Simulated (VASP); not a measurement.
# TiAl (P-6m2) in VASP: a series of runs

Runs on TiAl. Level: r2SCAN. Tasks: single point.

Everything below comes from runs of VASP 6.6.1. Logs are shortened: lines on timing, memory, paths and dates and some standing lists are left out, and cuts for length are marked.

### Step 1. The cell of the first run

It takes space group P-6m2 (No. 187, hexagonal). The conventional cell has a = 2.754 Å, b = 2.754 Å, c = 4.634 Å, α = 90.00°, β = 90.00°, γ = 120.00°. Ti (site symmetry -6m2) has 6 Ti at 2.75 Å and 6 Al at 2.81 Å within 3.6 Å. Al (site symmetry -6m2) has 6 Al at 2.75 Å and 6 Ti at 2.81 Å within 3.6 Å.

### Step 2. Single point, r2SCAN (strain -0.040 along x and y, +0.000 along z)

File POSCAR:

```
TiAl
1.0
    2.7538531715      0.0000000000      0.0000000000
   -1.3769265857      2.3849068049      0.0000000000
    0.0000000000      0.0000000000      4.6338675686
Ti Al
1 1
Direct
    0.0000000000      0.0000000000      0.0000000000
    0.3333333333      0.6666666667      0.5000000000
```

File INCAR.step1:

```
ALGO = Normal
EDIFF = 1E-4
ENCUT = 520
GGA = PE
ISMEAR = 0
LASPH = T
LCHARG = F
LREAL = F
LWAVE = T
NBANDS = 14
NELM = 100
PREC = Accurate
SIGMA = 0.15
```

File INCAR.step2:

```
ALGO = Normal
EDIFF = 1E-6
ENCUT = 520
ISIF = 2
ISMEAR = 0
ISTART = 1
LASPH = T
LCHARG = F
LMIXTAU = T
LREAL = F
LWAVE = F
METAGGA = R2SCAN
NBANDS = 14
NELM = 100
PREC = Accurate
SIGMA = 0.15
```

File KPOINTS:

```
k-points
0
Gamma
  24 24 14
```

Potentials or basis: VASP PAW PBE potentials, release 64 (Ti_sv, Al).

Command:

```console
> cat potpaw_PBE.64/Ti_sv/POTCAR potpaw_PBE.64/Al/POTCAR > POTCAR
> cp INCAR.step1 INCAR
> mpirun -np 1 vasp_std > vasp.out
> cp INCAR.step2 INCAR
> mpirun -np 1 vasp_std > vasp.out
```

OUTCAR:

```text
EDIFF = 1E-6
   ENCUT = 520
   ISIF = 2
   ISMEAR = 0
   ISTART = 1
   LASPH = T
   LREAL = F
   METAGGA = R2SCAN
   NELM = 100
   PREC = Accurate

 ion  position               nearest neighbor table
   1  0.000  0.000  0.000-   2 2.81   2 2.81   2 2.81   2 2.81   2 2.81   2 2.81
   2  0.333  0.667  0.500-   1 2.81   1 2.81   1 2.81   1 2.81   1 2.81   1 2.81

  LATTYP: Found a hexagonal cell.
 ALAT       =     2.7538531715
 C/A-ratio  =     1.6826850525

  Lattice vectors:

 A1 = (   2.7538531715,   0.0000000000,   0.0000000000)
 A2 = (  -1.3769265857,   2.3849068049,   0.0000000000)
 A3 = (   0.0000000000,   0.0000000000,   4.6338675686)

Analysis of symmetry for initial positions (statically):
=====================================================================
 Subroutine PRICEL returns:
 Original cell was already a primitive cell.

 Routine SETGRP: Setting up the symmetry group for a
 hexagonal supercell.

 Subroutine GETGRP returns: Found 12 space group operations
 (whereof 12 operations were pure point group operations)
 out of a pool of 24 trial point group operations.

The static configuration has the point symmetry D_3h.

Analysis of symmetry for dynamics (positions and initial velocities):
=====================================================================
 Subroutine PRICEL returns:
 Original cell was already a primitive cell.

 Routine SETGRP: Setting up the symmetry group for a
 hexagonal supercell.

 Subroutine GETGRP returns: Found 12 space group operations
 (whereof 12 operations were pure point group operations)
 out of a pool of 24 trial point group operations.

The dynamic configuration has the point symmetry D_3h.

 Subroutine INISYM returns: Found 12 space group operations
 (whereof 12 operations are pure point group operations),
 and found     1 'primitive' translations

----------------------------------------------------------------------------------------

                                     Primitive cell

  volume of cell :      30.4338

  direct lattice vectors                    reciprocal lattice vectors
     2.753853171  0.000000000  0.000000000     0.363127566  0.209651798  0.000000000
    -1.376926586  2.384906805  0.000000000     0.000000000  0.419303596  0.000000000
     0.000000000  0.000000000  4.633867569     0.000000000  0.000000000  0.215802456

  length of vectors
     2.753853171  2.753853172  4.633867569     0.419303596  0.419303596  0.215802456

  position of ions in fractional coordinates (direct lattice)
[... 89 lines left out ...]
   PSTRESS=    0.0 pullay stress
   NELECT =      15.0000    total number of electrons
   NUPDOWN=      -1.0000    fix difference up-down
   EMIN   =  10.00;   EMAX   =-10.00  energy-range for DOS
   EFERMI =   0.00;   METHOD = LEGACY
   ISMEAR =     0;   SIGMA  =   0.15  broadening in eV -4-tet -1-fermi 0-gaus
   EFERMI_NEDOS =   21; number of points for ismear=-14 and -15
   IALGO  =     38    algorithm
   IMIX   =      4    mixing-type and parameters
     AMIX     =   0.40;   BMIX     =  1.00
     AMIX_MAG =   1.60;   BMIX_MAG =  1.00
  volume/ion in A,a.u.               =      15.22       102.69
  Fermi-wavevector in a.u.,A,eV,Ry     =   1.293163  2.443724 22.752627  1.672271
  Thomas-Fermi vector in A             =   2.424826
   LORBIT       =      0    0 simple, 1 ext, 2 COOP (PROOUT), +10 PAW based schemes
   METAGGA = R2SCAN    functional components
   LHFCALC =     F    Hartree Fock is set to
   AEXX    =    0.0000 exact exchange contribution
   IVDW    =     0    specifies the selected vdW correction
   LEPSILON=     F    determine dielectric tensor
   LRPA    =     F    only Hartree local field effects (RPA)
 non-spin polarized calculation
 Gauss-broadening in eV      SIGMA  =   0.15
  energy-cutoff  :      520.00
  volume of cell :       30.43
 maximum number of plane-waves:       837
   NGX = 11   NGY = 11   NGZ = 17

 number of electron      15.0000003 magnetization

 Free energy of the ion-electron system (eV)
  ---------------------------------------------------
  ext. energy  EPLUGINS =         0.00000000
  ---------------------------------------------------
  free energy    TOTEN  =       -20.15247615 eV

  energy without entropy =      -20.12943441  energy(sigma->0) =      -20.14095528

 E-fermi :   8.8440     XC(G=0): -12.1564

 val. band max:        8.8435206137   @ k =   0.2500   0.1250   0.0000
 cond. band min:       8.8471147378   @ k =   0.2083   0.0833   0.5000
 fundamental gap:      0.0035941241
 Fermi energy:         8.8439702267

 k-point     1 :       0.0000    0.0000    0.0000
  band No.  band energies     occupation
      1     -49.8061      2.00000
      2     -25.0993      2.00000
      3     -24.5195      2.00000
      4     -24.5195      2.00000
      5      -1.1620      2.00000
      6       6.1681      2.00000
      7       6.4082      2.00000
      8      10.3977      0.00000
      9      10.3978      0.00000
     10      12.3296      0.00000
     11      12.3296      0.00000
     12      13.1047      0.00000
     13      23.4368      0.00000
     14      23.4368      0.00000
[... 377 lines left out ...]
      1     -49.6447      2.00000
      2     -25.3886      2.00000
      3     -24.9487      2.00000
      4     -24.7253      2.00000
      5       4.5719      2.00000
      6       6.0828      2.00000
      7       7.0338      2.00000
      8       7.6332      2.00000
      9      11.3677      0.00000
     10      13.2765      0.00000
     11      13.3269      0.00000
     12      13.6120      0.00000
     13      15.0288      0.00000
     14      17.6680      0.00000

 [... further k-points ...]

------------------------ aborting loop because EDIFF is reached ----------------------------------------

  FORCE on cell =-STRESS in cart. coord.  units (eV):
  Direction    XX          YY          ZZ          XY          YZ          ZX
  --------------------------------------------------------------------------------------
  -------------------------------------------------------------------------------------
  Total        2.3566157      2.3566157      1.1721017      0.0000000      0.0000000     -0.0000000
  in kB      124.0633577    124.0633577     61.7049566      0.0000000      0.0000000     -0.0000000
  external PRESSURE =     103.2772240 kB  Pullay stress =       0.0000000 kB

 VOLUME and BASIS-vectors are now :
 -----------------------------------------------------------------------------
  energy-cutoff  :      520.00
  volume of cell :       30.43
      direct lattice vectors                 reciprocal lattice vectors
     2.753853171  0.000000000  0.000000000     0.363127566  0.209651798  0.000000000
    -1.376926586  2.384906805  0.000000000     0.000000000  0.419303596  0.000000000
     0.000000000  0.000000000  4.633867569     0.000000000  0.000000000  0.215802456

 POSITION                                       TOTAL-FORCE (eV/Angst)
 -----------------------------------------------------------------------------------
      0.00000      0.00000      0.00000        -0.000000      0.000000      0.000000
     -0.00000      1.58994      2.31693         0.000000      0.000000      0.000000
 -----------------------------------------------------------------------------------
    total drift:                                0.000007     -0.000004      0.000000

  FREE ENERGIE OF THE ION-ELECTRON SYSTEM (eV)
  ---------------------------------------------------
  free  energy   TOTEN  =       -20.1524761482 eV

  energy  without entropy=      -20.1294344087  energy(sigma->0) =      -20.14095528
```

OUTCAR.step1:

```text
EDIFF = 1E-4
   ENCUT = 520
   GGA = PE
   ISMEAR = 0
   LASPH = T
[... 629 lines left out ...]
 -----------------------------------------------------------------------------------
      0.00000      0.00000      0.00000        -0.000000      0.000000      0.000000
     -0.00000      1.58994      2.31693         0.000000      0.000000      0.000000
 -----------------------------------------------------------------------------------
    total drift:                                0.000000     -0.000000      0.000000

  FREE ENERGIE OF THE ION-ELECTRON SYSTEM (eV)
  ---------------------------------------------------
  free  energy   TOTEN  =       -11.9858969269 eV

  energy  without entropy=      -11.9608855118  energy(sigma->0) =      -11.97339122
```

OSZICAR.step1:

```text
N       E                     dE             d eps       ncg     rms          rms(c)
DAV:   1     0.102316481112E+03    0.10232E+03   -0.71035E+03 13688   0.110E+03
DAV:   2    -0.742997078555E+01   -0.10975E+03   -0.10539E+03 14102   0.304E+02
DAV:   3    -0.131047657847E+02   -0.56748E+01   -0.55595E+01 20664   0.666E+01
DAV:   4    -0.132649389350E+02   -0.16017E+00   -0.15994E+00 15520   0.990E+00
DAV:   5    -0.132708271187E+02   -0.58882E-02   -0.58877E-02 20216   0.175E+00    0.985E+00
DAV:   6    -0.122311235066E+02    0.10397E+01   -0.48559E+00 15704   0.284E+01    0.372E+00
DAV:   7    -0.120008301593E+02    0.23029E+00   -0.58447E-01 15136   0.897E+00    0.234E+00
DAV:   8    -0.119869358755E+02    0.13894E-01   -0.14415E-01 15776   0.438E+00    0.734E-01
DAV:   9    -0.119867220797E+02    0.21380E-03   -0.30820E-02 15554   0.253E+00    0.342E-01
DAV:  10    -0.119858785325E+02    0.84355E-03   -0.49503E-03 15812   0.905E-01    0.663E-02
DAV:  11    -0.119858969269E+02   -0.18394E-04   -0.39989E-04 16562   0.180E-01
   1 F= -.11985897E+02 E0= -.11973391E+02  d E =-.250114E-01
```

Run time: 6.8 min. Hardware: 1 thread of AMD EPYC 9R45 (Zen 5), shared host; peak memory 0.29 GiB.

Results:

```yaml
Free_energy: -20.1525 eV
Pressure: 10.3 GPa
```

Caveat: the cell differs from its parent crystal (strain -0.040 along x and y, +0.000 along z); the PAW data sets were made with another functional, which shifts forces and pressure a little.

### Step 3. Single point, r2SCAN (strain +0.080 along x and y, -0.080 along z)

File POSCAR:

```
TiAl
1.0
    3.0980848180      0.0000000000      0.0000000000
   -1.5490424090      2.6830201555      0.0000000000
    0.0000000000      0.0000000000      4.2631581631
Ti Al
1 1
Direct
    0.0000000000      0.0000000000      0.0000000000
    0.3333333333      0.6666666667      0.5000000000
```

File INCAR.step1:

```
SYSTEM = TiAl
PREC = Accurate
ENCUT = 520
ISMEAR = 0
SIGMA = 0.15
LREAL = .FALSE.
LASPH = .TRUE.
NELM = 100
NBANDS = 14
GGA = PE
ALGO = Normal
EDIFF = 1E-4
LWAVE = .TRUE.
LCHARG = .FALSE.
```

File INCAR.step2:

```
SYSTEM = TiAl
PREC = Accurate
ENCUT = 520
EDIFF = 1E-7
ISMEAR = 0
SIGMA = 0.15
LREAL = .FALSE.
LASPH = .TRUE.
NELM = 100
ALGO = Normal
ISIF = 2
LWAVE = .FALSE.
LCHARG = .FALSE.
METAGGA = R2SCAN
LMIXTAU = .TRUE.
NBANDS = 14
ISTART = 1
```

File KPOINTS:

```
regular mesh
0
G
  24 24 14
  0 0 0
```

Potentials or basis: VASP PAW PBE potentials, release 64 (Ti_sv, Al).

Command:

```console
> cat potpaw_PBE.64/Ti_sv/POTCAR potpaw_PBE.64/Al/POTCAR > POTCAR
> cp INCAR.step1 INCAR
> mpirun -np 1 vasp_std > vasp.out
> cp INCAR.step2 INCAR
> mpirun -np 1 vasp_std > vasp.out
```

It took 11 min on 1 thread of AMD EPYC 9R45 (Zen 5), shared host; peak memory 0.33 GiB.

The run converged. Its results:

| Quantity | Value |
| --- | --- |
| Free energy | -20.0060 eV |
| Pressure | -4.1 GPa |

Stress tensor (GPa, compression positive):
```
-9.69  0.00  0.00
 0.00 -9.69  0.00
 0.00  0.00  7.20
```

Levels at points of the mesh, in eV from the Fermi level:
| k point | band 5 | band 6 | band 7 | band 8 | band 9 | band 10 | band 11 | band 12 |
| --- | --- | --- | --- | --- | --- | --- | --- | --- |
| (0.00, 0.00, 0.00) | -8.89 | -1.70 | -0.52 | 1.14 | 1.14 | 2.30 | 2.30 | 5.81 |
| (0.50, 0.00, 0.00) | -4.10 | -3.38 | -1.19 | -0.72 | 1.74 | 3.31 | 4.09 | 5.08 |
| (0.00, 0.00, 0.50) | -7.51 | -5.16 | 0.53 | 1.19 | 1.19 | 2.07 | 2.07 | 9.57 |
| (0.50, 0.00, 0.50) | -3.90 | -2.30 | -1.82 | 0.09 | 1.24 | 1.34 | 3.32 | 4.11 |

Caveat: the cell differs from its parent crystal (strain +0.080 along x and y, -0.080 along z); the PAW data sets were made with another functional, which shifts forces and pressure a little.

### Step 4. Single point, r2SCAN (strain +0.000 along x and y, +0.080 along z)

File POSCAR:

```
TiAl
1.0
    2.8685970537      0.0000000000      0.0000000000
   -1.4342985268      2.4842779217      0.0000000000
    0.0000000000      0.0000000000      5.0045769741
Ti Al
1 1
Direct
    0.0000000000      0.0000000000      0.0000000000
    0.3333333333      0.6666666667      0.5000000000
```

File INCAR.step1:

```
  PREC = Accurate
  ENCUT = 520
  ISMEAR = 0
  SIGMA = 0.15
  LREAL = False
  LASPH = True
  NELM = 100
  NBANDS = 14
  GGA = PE
  ALGO = Normal
  EDIFF = 1E-4
  LWAVE = True
  LCHARG = False
```

File INCAR.step2:

```
  PREC = Accurate
  ENCUT = 520
  EDIFF = 1E-7
  ISMEAR = 0
  SIGMA = 0.15
  LREAL = False
  LASPH = True
  NELM = 100
  ALGO = Normal
  ISIF = 2
  LWAVE = False
  LCHARG = False
  METAGGA = R2SCAN
  LMIXTAU = True
  NBANDS = 14
  ISTART = 1
```

File KPOINTS:

```
Automatic mesh
0
Gamma
  24 24 14
```

Command:

```console
> cat potpaw_PBE.64/Ti_sv/POTCAR potpaw_PBE.64/Al/POTCAR > POTCAR
> cp INCAR.step1 INCAR
> mpirun -np 1 vasp_std > vasp.out
> cp INCAR.step2 INCAR
> mpirun -np 1 vasp_std > vasp.out
```

Run time: 12 min. Hardware: 1 thread of AMD EPYC 9R45 (Zen 5), shared host; peak memory 0.34 GiB.

Results (log left out):

```
Free energy : -20.1100 eV
Pressure    : -7.7 GPa
```

Stress tensor (GPa, compression positive):
```
 -3.77   0.00   0.00
  0.00  -3.77   0.00
  0.00   0.00 -15.56
```

Levels at points of the mesh, in eV from the Fermi level:
```
           k point  band 3  band 4  band 5  band 6  band 7  band 8  band 9  band 10  band 11  band 12
(0.00, 0.00, 0.00)  -33.86  -33.86   -9.29   -2.71   -2.57    1.36    1.36     3.01     3.01     3.11
(0.50, 0.00, 0.00)  -34.20  -33.99   -3.67   -2.84   -1.45   -1.08    2.36     3.71     3.82     4.06
(0.00, 0.00, 0.50)  -33.86  -33.86   -8.59   -5.62   -0.78    1.36    1.36     2.97     2.97     5.71
(0.50, 0.00, 0.50)  -34.20  -33.99   -3.55   -2.60   -1.85    0.42    0.93     2.24     2.48     4.06
```

Caveat: the cell differs from its parent crystal (strain +0.000 along x and y, +0.080 along z); the PAW data sets were made with another functional, which shifts forces and pressure a little.

### Step 5. Summary

| cell | gap on the mesh (eV) | pressure (GPa) |
| --- | --- | --- |
| a = 2.754, b = 2.754, c = 4.634 Å, angles 90.0, 90.0, 120.0°, 2 atoms | none | 10.3 |
| a = 3.098, b = 3.098, c = 4.263 Å, angles 90.0, 90.0, 120.0°, 2 atoms | none | -4.1 |
| a = 2.869, b = 2.869, c = 5.005 Å, angles 90.0, 90.0, 120.0°, 2 atoms | none | -7.7 |

Alike in all rows: task single point; level r2SCAN; potentials or basis VASP PAW PBE potentials, release 64 (Ti_sv, Al); no spin polarisation; k mesh 24 × 24 × 14; cutoff (eV) 520; smearing gaussian 0.15 eV.

Caveats: the PAW data sets were made with another functional, which shifts forces and pressure a little.

Total energies depend on the potentials used, so only differences within one code and one set of settings carry meaning.
